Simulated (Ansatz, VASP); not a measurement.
# Two plane-wave programs on TiS2

File INCAR:

```
  PREC = Accurate
  ENCUT = 500
  EDIFF = 1E-6
  ISMEAR = 0
  SIGMA = 0.01
  LREAL = False
  LASPH = True
  NELM = 200
  ALGO = Normal
  ISIF = 2
  LWAVE = False
  LCHARG = False
  LMAXMIX = 4
  LDAU = True
  LDAUTYPE = 2
  LDAUL = 2 -1
  LDAUU = 2 0
  LDAUJ = 0 0
  LDAUPRINT = 1
  GGA = PE
  IVDW = 12
  NBANDS = 19
  GGA_COMPAT = False
```

KPOINTS

```
regular mesh
0
Gamma
  7 7 4
```

The input POSCAR:

```
TiS2
1.0
    3.4120000000      0.0000000000      0.0000000000
   -1.7060000000      2.9548790000      0.0000000000
    0.0000000000      0.0000000000      5.6950000000
Ti S
1 2
Direct
    0.0000000000      0.0000000000      0.0000000000
    0.3333333333      0.6666666667      0.2500000000
    0.6666666667      0.3333333333      0.7500000000
```

Input for Ansatz:

```yaml
crystal:
  lattice:
    - [3.412, 0.0, 0.0]
    - [-1.706, 2.954879, 0.0]
    - [0.0, 0.0, 5.695]
  atoms:
    - { symbol: Ti, position: [0.0, 0.0, 0.0] }
    - { symbol: S, position: [0.3333333333333333, 0.6666666666666666, 0.25] }
    - { symbol: S, position: [0.6666666666666666, 0.3333333333333333, 0.75] }
basis:
  ecutwfc: 421.77648681281397
  xc_grid: 2
kpoints:
  mp_grid:
    grid: [7, 7, 4]
hamiltonian:
  xc: pbe
  dispersion: d3bj
  hubbard:
    - { species: Ti, l: d, u_eff: 2.0 }
scf:
  lower_state_search: light
  mixing:
    algorithm: broyden
  occupations:
    method: fixed
  eigensolver:
    kind: davidson
    mixed_precision: false
output:
  eigenvalues: true
```

Alike in both runs: task single point; functional PBE; dispersion D3(BJ); k mesh 7 × 7 × 4; no spin polarisation; Hubbard terms Ti d U = 2.0 eV.

|  | VASP | Ansatz |
| --- | --- | --- |
| version | VASP 6.6.1 | Ansatz 0.2.0 |
| potentials or method | VASP PAW PBE potentials, release 64 (Ti_sv, S), cutoff 500 eV | plane waves, PAW |
| occupations | gaussian, width 0.01 eV | fixed |
| valence electrons in the cell | 24 | 24 |

```csv
,VASP,Ansatz,Ansatz less VASP
gap on the k mesh at the Fermi level (eV),0.12,0.18,+0.068
```

The programs project onto different local orbitals, so the same U acts differently, and such runs can settle in different states. Ansatz's warnings: metallic iterate.
